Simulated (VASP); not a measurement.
# KPrBr4 (P4/mmm) in VASP: notebook

The runs below take KPrBr4 through relaxation of shape and atoms at fixed volume, with PBE.

Everything below comes from runs of VASP 6.6.1. Logs are shortened: lines on timing, memory, paths and dates and some standing lists are left out, and cuts for length are marked.

## 1. The cell of the first run

It takes space group P4/mmm (No. 123, tetragonal). Conventional cell: a = 5.056 Å, b = 5.056 Å, c = 7.686 Å, α = 90.00°, β = 90.00°, γ = 90.00°. K (site symmetry 4/mmm) has 8 Br at 3.30 Å within 4.3 Å. Within 4.0 Å of Pr (site symmetry 4/mmm) lie 8 Br at 3.06 Å. Br (site symmetry 2mm) has 2 Pr at 3.06 Å and 2 K at 3.30 Å and 5 Br at 3.45 to 3.58 Å within 4.0 Å.

## 2. Relaxation of shape and atoms at fixed volume, PBE (32.75 Å³/atom)

INCAR

```
SYSTEM = KPrBr4
ALGO     = Normal         ! electronic algorithm
EDIFF    = 1E-7           ! SCF threshold, eV
EDIFFG   = -0.01          ! ionic threshold
ENCUT    = 500            ! plane-wave cutoff, eV
GGA      = PE             ! functional
GGA_COMPAT= .False.      
IBRION   = 2              ! ionic algorithm
ISIF     = 4              ! what is computed and relaxed
ISMEAR   = 0              ! smearing method
LASPH    = .True.         ! aspherical terms in the spheres
LCHARG   = .False.        ! write CHGCAR
LMAXMIX  = 6              ! l up to which the mixer works
LREAL    = .False.        ! projectors in reciprocal space
LWAVE    = .False.        ! write WAVECAR
NELM     = 200            ! most SCF steps
NELMIN   = 4            
NSW      = 50             ! ionic steps
PREC     = Accurate       ! precision mode
SIGMA    = 0.02           ! smearing width, eV
```

KPOINTS

```
k-points
0
Gamma
  6 6 4
  0 0 0
```

POSCAR

```
KPrBr4
1.0
    5.0560747953      0.0000000000      0.0000000000
    0.0000000000      5.0560747953      0.0000000000
    0.0000000000      0.0000000000      7.6859022375
K Pr Br
1 1 4
Direct
    0.5000000000      0.5000000000      0.5000000000
    0.0000000000      0.0000000000      0.0000000000
    0.5000000000      0.0000000000      0.7753467494
    0.0000000000      0.5000000000      0.2246532506
    0.5000000000      0.0000000000      0.2246532506
    0.0000000000      0.5000000000      0.7753467494
```

Potentials or basis: VASP PAW PBE potentials, release 64 (K_sv, Pr_3, Br), 4f in core.

The run is started by

```bash
$ cat potpaw_PBE.64/K_sv/POTCAR potpaw_PBE.64/Pr_3/POTCAR potpaw_PBE.64/Br/POTCAR > POTCAR
$ mpirun -np 1 vasp_std > vasp.out
```

OUTCAR:

```text
SYSTEM = KPrBr4
   EDIFF = 1E-7
   EDIFFG = -0.01
   ENCUT = 500
   GGA = PE
   IBRION = 2
   ISIF = 4
   ISMEAR = 0
   LASPH = .True.
   LREAL = .False.
   NELM = 200
   NELMIN = 4
   NSW = 50
   PREC = Accurate

 ion  position               nearest neighbor table
   1  0.500  0.500  0.500-   3 3.30   4 3.30   5 3.30   6 3.30   3 3.30   5 3.30   4 3.30   6 3.30

   2  0.000  0.000  0.000-   3 3.06   4 3.06   5 3.06   6 3.06   4 3.06   6 3.06   3 3.06   5 3.06

   3  0.500  0.000  0.775-   2 3.06   2 3.06   1 3.30   1 3.30
   4  0.000  0.500  0.225-   2 3.06   2 3.06   1 3.30   1 3.30
   5  0.500  0.000  0.225-   2 3.06   2 3.06   1 3.30   1 3.30
   6  0.000  0.500  0.775-   2 3.06   2 3.06   1 3.30   1 3.30

  LATTYP: Found a simple tetragonal cell.
 ALAT       =     5.0560747953
 C/A-ratio  =     1.5201322268

  Lattice vectors:

 A1 = (   5.0560747953,   0.0000000000,   0.0000000000)
 A2 = (   0.0000000000,   5.0560747953,   0.0000000000)
 A3 = (   0.0000000000,   0.0000000000,   7.6859022375)

Analysis of symmetry for initial positions (statically):
=====================================================================
 Subroutine PRICEL returns:
 Original cell was already a primitive cell.

 Routine SETGRP: Setting up the symmetry group for a
 simple tetragonal supercell.

 Subroutine GETGRP returns: Found 16 space group operations
 (whereof 16 operations were pure point group operations)
 out of a pool of 16 trial point group operations.

The static configuration has the point symmetry D_4h.

Analysis of symmetry for dynamics (positions and initial velocities):
=====================================================================
 Subroutine PRICEL returns:
 Original cell was already a primitive cell.

 Routine SETGRP: Setting up the symmetry group for a
 simple tetragonal supercell.

 Subroutine GETGRP returns: Found 16 space group operations
 (whereof 16 operations were pure point group operations)
 out of a pool of 16 trial point group operations.

The dynamic configuration has the point symmetry D_4h.

 Subroutine INISYM returns: Found 16 space group operations
 (whereof 16 operations are pure point group operations),
 and found     1 'primitive' translations

----------------------------------------------------------------------------------------

                                     Primitive cell

  volume of cell :     196.4816

  direct lattice vectors                    reciprocal lattice vectors
     5.056074795  0.000000000  0.000000000     0.197781884  0.000000000  0.000000000
     0.000000000  5.056074795  0.000000000     0.000000000  0.197781884  0.000000000
     0.000000000  0.000000000  7.685902237     0.000000000  0.000000000  0.130108342

  length of vectors
     5.056074795  5.056074795  7.685902237     0.197781884  0.197781884  0.130108342

  position of ions in fractional coordinates (direct lattice)
     0.500000000  0.500000000  0.500000000
     0.000000000  0.000000000  0.000000000
     0.500000000  0.000000000  0.775346749
     0.000000000  0.500000000  0.224653251
     0.500000000  0.000000000  0.224653251
     0.000000000  0.500000000  0.775346749

  ion indices of the primitive-cell ions
   primitive index   ion index
                 1           1
                 2           2
                 3           3
                 4           4
                 5           5
                 6           6

----------------------------------------------------------------------------------------

 KPOINTS: k-points

Automatic generation of k-mesh.
 Grid dimensions read from file:
 generate k-points for:    6    6    4

 Generating k-lattice:

  Cartesian coordinates                     Fractional coordinates (reciprocal lattice)
     0.032963647  0.000000000  0.000000000     0.166666667  0.000000000  0.000000000
     0.000000000  0.032963647  0.000000000     0.000000000  0.166666667  0.000000000
     0.000000000  0.000000000  0.032527086     0.000000000  0.000000000  0.250000000

  Length of vectors
     0.032963647  0.032963647  0.032527086

  Shift w.r.t. Gamma in fractional coordinates (k-lattice)
     0.000000000  0.000000000  0.000000000

 Subroutine IBZKPT returns following result:
 ===========================================

 Found     30 irreducible k-points:

 Following reciprocal coordinates:
            Coordinates               Weight
  0.000000  0.000000  0.000000      1.000000
  0.166667  0.000000  0.000000      4.000000
  0.333333  0.000000  0.000000      4.000000
  0.500000  0.000000  0.000000      2.000000
  0.166667  0.166667  0.000000      4.000000
  0.333333  0.166667  0.000000      8.000000
[... 16 lines left out ...]
  0.333333  0.000000  0.500000      4.000000
  0.500000  0.000000  0.500000      2.000000
 [... further k-points ...]
   k-points           NKPTS =     30   k-points in BZ     NKDIM =     30   number of bands    NBANDS=     28
   number of dos      NEDOS =    301   number of ions     NIONS =      6
   total plane-waves  NPLWV =  89600
   dimension x,y,z NGX =    40 NGY =   40 NGZ =   56
   dimension x,y,z NGXF=    80 NGYF=   80 NGZF=  112
   ions per type =               1   1   4
   NGX,Y,Z   is equivalent  to a cutoff of  13.15, 13.15, 12.11 a.u.
   NGXF,Y,Z  is equivalent  to a cutoff of  26.30, 26.30, 24.23 a.u.
 SYSTEM =  KPrBr4
   PREC   = accura    normal or accurate (medium, high low for compatibility)
   ISTART =      0    job   : 0-new  1-cont  2-samecut
   ICHARG =      2    charge: 1-file 2-atom 10-const
   ISPIN  =      1    spin polarized calculation?
   LNONCOLLINEAR =      F non collinear calculations
   LSORBIT =      F    spin-orbit coupling
   LASPH  =      T    aspherical Exc in radial PAW
   ENCUT  =  500.0 eV  36.75 Ry    6.06 a.u.   9.22  9.22 14.01*2*pi/ulx,y,z
   NELM   =    200;   NELMIN=  4; NELMDL= -5     # of ELM steps
   EDIFF  = 0.1E-06   stopping-criterion for ELM
   LREAL  =      F    real-space projection
   EDIFFG = -.1E-01   stopping-criterion for IOM
   NSW    =     50    number of steps for IOM
   IBRION =      2    ionic relax: 0-MD 1-quasi-New 2-CG
   NFREE  =      1    steps in history (QN), initial steepest desc. (CG)
   ISIF   =      4    stress and relaxation
   ISYM   =      2    0-nonsym 1-usesym 2-fastsym
   POTIM  = 0.5000    time-step for ionic-motion
   TEBEG  =    0.0;   TEEND  =   0.0 temperature during run
   PSTRESS=    0.0 pullay stress
   NELECT =      48.0000    total number of electrons
   NUPDOWN=      -1.0000    fix difference up-down
   EMIN   =  10.00;   EMAX   =-10.00  energy-range for DOS
   EFERMI =   0.00;   METHOD = LEGACY
   ISMEAR =     0;   SIGMA  =   0.02  broadening in eV -4-tet -1-fermi 0-gaus
   EFERMI_NEDOS =   21; number of points for ismear=-14 and -15
   IALGO  =     38    algorithm
   IMIX   =      4    mixing-type and parameters
     AMIX     =   0.40;   BMIX     =  1.00
     AMIX_MAG =   1.60;   BMIX_MAG =  1.00
  volume/ion in A,a.u.               =      32.75       220.99
  Fermi-wavevector in a.u.,A,eV,Ry     =   1.023406  1.933957 14.250196  1.047360
  Thomas-Fermi vector in A             =   2.157138
   LORBIT       =      0    0 simple, 1 ext, 2 COOP (PROOUT), +10 PAW based schemes
   GGA     = PE    functional components
   LHFCALC =     F    Hartree Fock is set to
   AEXX    =    0.0000 exact exchange contribution
   IVDW    =     0    specifies the selected vdW correction
   LEPSILON=     F    determine dielectric tensor
   LRPA    =     F    only Hartree local field effects (RPA)
 conjugate gradient relaxation of ions
 non-spin polarized calculation
 Gauss-broadening in eV      SIGMA  =   0.02
  energy-cutoff  :      500.00
  volume of cell :      196.48
 maximum number of plane-waves:      5004
 NGX is ok and might be reduce to    40
   NGX = 19   NGY = 19   NGZ = 29

--------------------------------------- Ionic step        1  -------------------------------------------

 number of electron      47.9999999 magnetization

 Free energy of the ion-electron system (eV)
  ---------------------------------------------------
  ext. energy  EPLUGINS =         0.00000000
  ---------------------------------------------------
  free energy    TOTEN  =       -23.22185782 eV

  energy without entropy =      -23.22185782  energy(sigma->0) =      -23.22185782

------------------------ aborting loop because EDIFF is reached ----------------------------------------

  FORCE on cell =-STRESS in cart. coord.  units (eV):
  Direction    XX          YY          ZZ          XY          YZ          ZX
  --------------------------------------------------------------------------------------
  -------------------------------------------------------------------------------------
  Total        2.3034142      2.3034142      2.1097929      0.0000000     -0.0000000      0.0000000
  in kB       18.7828196     18.7828196     17.2039659      0.0000000     -0.0000000      0.0000000
  external PRESSURE =      18.2565350 kB  Pullay stress =       0.0000000 kB
[... 145 lines left out ...]
  energy  without entropy=      -23.2257353596  energy(sigma->0) =      -23.22573536

--------------------------------------- Ionic step        5  -------------------------------------------

 number of electron      47.9999997 magnetization

 Free energy of the ion-electron system (eV)
  ---------------------------------------------------
  ext. energy  EPLUGINS =         0.00000000
  ---------------------------------------------------
  free energy    TOTEN  =       -23.22585494 eV

  energy without entropy =      -23.22585494  energy(sigma->0) =      -23.22585494

 E-fermi :   0.7456     XC(G=0):  -8.1281

 val. band max:        0.5547455324   @ k =   0.5000   0.5000   0.0000
 cond. band min:       3.2073810680   @ k =   0.0000   0.0000   0.0000
 fundamental gap:      2.6526355356
 Fermi energy:         0.7456418735

 k-point     1 :       0.0000    0.0000    0.0000
  band No.  band energies     occupation
      1     -35.7058      2.00000
      2     -27.9460      2.00000
      3     -17.6959      2.00000
      4     -17.5657      2.00000
      5     -17.5657      2.00000
      6     -13.5385      2.00000
[... 733 lines left out ...]
     27       4.6042      0.00000
     28       5.4971      0.00000

 [... further k-points ...]

------------------------ aborting loop because EDIFF is reached ----------------------------------------

  FORCE on cell =-STRESS in cart. coord.  units (eV):
  Direction    XX          YY          ZZ          XY          YZ          ZX
  --------------------------------------------------------------------------------------
  -------------------------------------------------------------------------------------
  Total        1.9544454      1.9544454      1.9524340      0.0000000      0.0000000     -0.0000000
  in kB       15.9372097     15.9372097     15.9208085      0.0000000      0.0000000     -0.0000000
  external PRESSURE =      15.9317426 kB  Pullay stress =       0.0000000 kB
[... 21 lines left out ...]
  FREE ENERGIE OF THE ION-ELECTRON SYSTEM (eV)
  ---------------------------------------------------
  free  energy   TOTEN  =       -23.2258549412 eV

  energy  without entropy=      -23.2258549412  energy(sigma->0) =      -23.22585494

 reached required accuracy - stopping structural energy minimisation
```

Wall time 6 min (1 thread of Intel Xeon 6975P-C (Granite Rapids), shared host); peak memory 0.39 GiB.

What came out:

```yaml
Free_energy: -23.2259 eV
Energy_gained_by_relaxing: 0.7 meV/atom
Ionic_steps: 5
Pressure_after_relaxing: 1.6 GPa
Band_gap_on_the_k_mesh: 2.65 eV (least direct gap 2.97 eV)
```

The path:
| step | energy change (eV) | largest force (eV/Å) | pressure (GPa) | volume (Å³) |
| --- | --- | --- | --- | --- |
| 1 | 0.0000 | 0.0829 | 1.83 | 196.48 |
| 2 | -0.0014 | 0.0647 | 1.78 | 196.48 |
| 3 | -0.0037 | 0.0105 | 1.64 | 196.48 |
| 4 | -0.0039 | 0.0094 | 1.59 | 196.48 |
| 5 | -0.0040 | 0.0000 | 1.59 | 196.48 |

Final structure:
```
CELL_PARAMETERS angstrom
5.07352 0.00000 0.00000
0.00000 5.07352 0.00000
0.00000 0.00000 7.63315
ATOMIC_POSITIONS crystal
K 0.50000 0.50000 0.50000
Pr 0.00000 0.00000 0.00000
Br 0.50000 0.00000 0.77271
Br 0.00000 0.50000 0.22729
Br 0.50000 0.00000 0.22729
Br 0.00000 0.50000 0.77271
```

Levels at points of the mesh, in eV from the valence-band top:
```csv
k point,band 22,band 23,band 24,band 25,band 26,band 27
"(0.00, 0.00, 0.00)",-0.70,-0.70,-0.51,2.65,2.87,4.16
"(0.50, 0.00, 0.00)",-1.49,-1.03,-0.82,2.79,3.47,4.21
"(0.50, 0.50, 0.00)",-0.59,-0.28,0.00,2.97,3.12,3.87
"(0.00, 0.00, 0.50)",-0.71,-0.66,-0.66,2.77,2.88,5.08
"(0.50, 0.00, 0.50)",-1.66,-1.39,-1.27,2.87,3.44,4.05
"(0.50, 0.50, 0.50)",-0.62,-0.20,-0.09,3.08,3.37,3.76
```

Caveat: spin-orbit coupling is left out, which moves the levels of the heavy elements; the 4f electrons are frozen in the core, so they carry no moment and show no levels. A k mesh can miss the band edges.

## 3. Relaxation of shape and atoms at fixed volume, PBE (33.79 Å³/atom)

This run uses another cell than the first one, of 33.79 Å³/atom.

INCAR

```
PREC = Accurate ; ENCUT = 500
EDIFF = 1E-7 ; ISMEAR = 0
SIGMA = 0.02 ; LREAL = False
LASPH = True ; NELM = 200
ALGO = Normal ; ISIF = 4
LWAVE = False ; LCHARG = False
GGA = PE ; IBRION = 2
NSW = 50 ; EDIFFG = -0.01
GGA_COMPAT = False ; NELMIN = 4
LMAXMIX = 6
```

KPOINTS

```
Automatic mesh
0
Gamma
  6 6 4
```

POSCAR

```
KPrBr4
1.0
    5.0972595336      0.0000000000      0.0000000000
    0.0000000000      5.0972595336      0.0000000000
    0.0000000000      0.0000000000      7.8035500992
K Pr Br
1 1 4
Direct
    0.5000000000      0.5000000000      0.5000000000
    0.0000000000      0.0000000000      0.0000000000
    0.5000000000      0.0000000000      0.7783794135
    0.0000000000      0.5000000000      0.2216205865
    0.5000000000      0.0000000000      0.2216205865
    0.0000000000      0.5000000000      0.7783794135
```

Potentials or basis: VASP PAW PBE potentials, release 64 (K_sv, Pr_3, Br), 4f in core.

The run is started by

```bash
$ cat potpaw_PBE.64/K_sv/POTCAR potpaw_PBE.64/Pr_3/POTCAR potpaw_PBE.64/Br/POTCAR > POTCAR
$ mpirun -np 1 vasp_std > vasp.out
```

Wall time 6.2 min (1 thread of Intel Xeon 6975P-C (Granite Rapids), shared host); peak memory 0.41 GiB.

The run converged. Its results:

```
Free energy               : -23.2711 eV
Energy gained by relaxing : 0.6 meV/atom
Ionic steps               : 5
Pressure after relaxing   : 0.7 GPa
Band gap on the k mesh    : 2.66 eV (least direct gap 2.95 eV)
```

The path:
```csv
step,energy change (eV),largest force (eV/Å),pressure (GPa),volume (Å³)
1,0.0000,0.0880,0.94,202.75
2,-0.0013,0.0649,0.90,202.75
3,-0.0029,0.0032,0.77,202.75
4,-0.0036,0.0016,0.74,202.75
5,-0.0037,0.0004,0.72,202.75
```

Final structure:
```xyz
6
Lattice="5.1109 0.0000 0.0000 0.0000 5.1109 0.0000 0.0000 0.0000 7.7620" Properties=species:S:1:pos:R:3 pbc="T T T"
K     2.5554    2.5554    3.8810
Pr    0.0000    0.0000    0.0000
Br    2.5554    5.1109    6.0210
Br    0.0000    2.5554    1.7410
Br    2.5554    0.0000    1.7410
Br    5.1109    2.5554    6.0210
```

Levels at points of the mesh, in eV from the valence-band top:
```csv
k point,band 20,band 21,band 22,band 23,band 24,band 25,band 26,band 27,band 28
"(0.00, 0.00, 0.00)",-0.69,-0.69,-0.69,-0.69,-0.53,2.66,2.87,4.07,4.71
"(0.50, 0.00, 0.00)",-1.81,-1.47,-1.42,-1.03,-0.82,2.78,3.44,4.13,4.33
"(0.50, 0.50, 0.00)",-1.12,-1.12,-0.59,-0.26,0.00,2.95,3.12,3.80,3.80
"(0.00, 0.00, 0.50)",-1.04,-0.70,-0.70,-0.65,-0.65,2.76,2.88,5.02,5.02
"(0.50, 0.00, 0.50)",-1.70,-1.65,-1.59,-1.34,-1.21,2.85,3.41,3.98,4.85
"(0.50, 0.50, 0.50)",-1.48,-1.45,-0.62,-0.19,-0.07,3.05,3.35,3.70,3.70
```

Caveat: spin-orbit coupling is left out, which moves the levels of the heavy elements; the 4f electrons are frozen in the core, so they carry no moment and show no levels. A k mesh can miss the band edges.
